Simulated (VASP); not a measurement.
Input of a VASP 6.6.1 run:

The input INCAR:

```
PREC     = Accurate       # precision mode
ENCUT    = 520            # plane-wave cutoff, eV
EDIFF    = 1E-7           # SCF threshold, eV
ISMEAR   = -1             # smearing method
SIGMA    = 0.1            # smearing width, eV
LREAL    = F              # projectors in reciprocal space
LASPH    = T              # aspherical terms in the spheres
NELM     = 60             # most SCF steps
ALGO     = Normal         # electronic algorithm
ISIF     = 2              # what is computed and relaxed
LWAVE    = F              # write WAVECAR
LCHARG   = F              # write CHGCAR
GGA      = PE             # functional
NBANDS   = 14             # bands
```

The input KPOINTS:

```
regular mesh
0
Gamma
  3 3 3
```

POSCAR

```
Rh
1.0
    0.0000000000      1.8978500000      1.8978500000
    1.8978500000      0.0000000000      1.8978500000
    1.8978500000      1.8978500000      0.0000000000
Rh
1
Direct
    0.0000000000      0.0000000000      0.0000000000
```

Potentials or basis: VASP PAW PBE potentials, release 64 (Rh_pv).

The run is started by

```sh
$ cat potpaw_PBE.64/Rh_pv/POTCAR > POTCAR
$ mpirun -np 1 vasp_std > vasp.out
```

Predict the pressure.

33.4 GPa.

Caveat: the k points lie up to 0.96 Å⁻¹ apart.
